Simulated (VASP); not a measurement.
Input of a VASP 6.6.1 run:

Contents of INCAR:

```
SYSTEM = Si16C16O
ALGO = Normal ; EDIFF = 1E-6
ENCUT = 520 ; GGA = PE
GGA_COMPAT = .FALSE. ; ISIF = 2
ISMEAR = -1 ; LASPH = .TRUE.
LCHARG = .FALSE. ; LREAL = Auto
LWAVE = .FALSE. ; NBANDS = 89
NELM = 120 ; PREC = Accurate
SIGMA = 0.01
```

Contents of KPOINTS:

```
k-points
0
G
  1 1 1
  0 0 0
```

Contents of POSCAR:

```
Si16C16O
1.0
   -4.3797050000      4.3797050000     -4.3797050000
    4.3797050000      4.3797050000      4.3797050000
    4.3797050000     -4.3797050000     -4.3797050000
Si C O
16 16 1
Direct
   -0.0020692033      0.0017067360      0.7449400131
   -0.0022458134      0.2534095333      0.4945865075
   -0.0573569453      0.4935841569      0.2441690707
   -0.0037899813      0.7467732416     -0.0091639734
    0.2495914679      0.0000430394      0.4975699277
    0.2541551315      0.2368097851      0.2442046896
    0.2529934094      0.5015743069     -0.0123115598
    0.2440091285      0.7523386849      0.7437858258
    0.5000672420     -0.0038576799      0.2441775188
    0.4850245622      0.2462506036     -0.0101891566
    0.4971664758      0.5009114769      0.7434573790
    0.5094915068      0.7579700003      0.5005619100
    0.7472143672      0.0029014511     -0.0063593324
    0.7443890627      0.2527115411      0.7444975175
    0.7393889543      0.5006323485      0.4986010473
    0.7469958593      0.7530024282      0.2441815145
   -0.0037477410     -0.0047062530     -0.0097588765
   -0.0041819027      0.2528245624      0.7470664120
   -0.0154206733      0.5044973349      0.5044945950
   -0.0001016050      0.7482014200      0.2441843686
    0.2423680362     -0.0001530925      0.7425682780
    0.2502767880      0.2491447483      0.4981563827
    0.2994491638      0.4989697936      0.2440880151
    0.2474136957      0.7499830468     -0.0058495949
    0.4974339596     -0.0000736351      0.4941756351
    0.5012431203      0.2417372860      0.2442075437
    0.5008621585      0.5038889606     -0.0063973487
    0.4927855872      0.7497544926      0.7410935211
    0.7512732022      0.0008524547      0.2441078794
    0.7243155646      0.2441551429     -0.0161965247
    0.7440159782      0.5015224770      0.7458803732
    0.7515187667      0.7545115482      0.4948124360
    0.1032357202      0.3941275725      0.2446307457
```

Potentials or basis: VASP PAW PBE potentials, release 64 (Si, C, O).

The run is started by

```console
$ cat potpaw_PBE.64/Si/POTCAR potpaw_PBE.64/C/POTCAR potpaw_PBE.64/O/POTCAR > POTCAR
$ mpirun -np 1 vasp_gam > vasp.out
```

Question: Estimate the largest force.

Answer: 1.405 eV/Å.

Question: Predict the pressure.

Answer: 7.0 GPa.

Question: Estimate the band gap on the k mesh.

Answer: 1.12 eV.

Stress tensor (GPa, compression positive):
```
 7.04 -4.06  3.89
-4.06  6.92 -4.05
 3.89 -4.05  7.05
```

Caveat: the k points lie up to 1.01 Å⁻¹ apart.
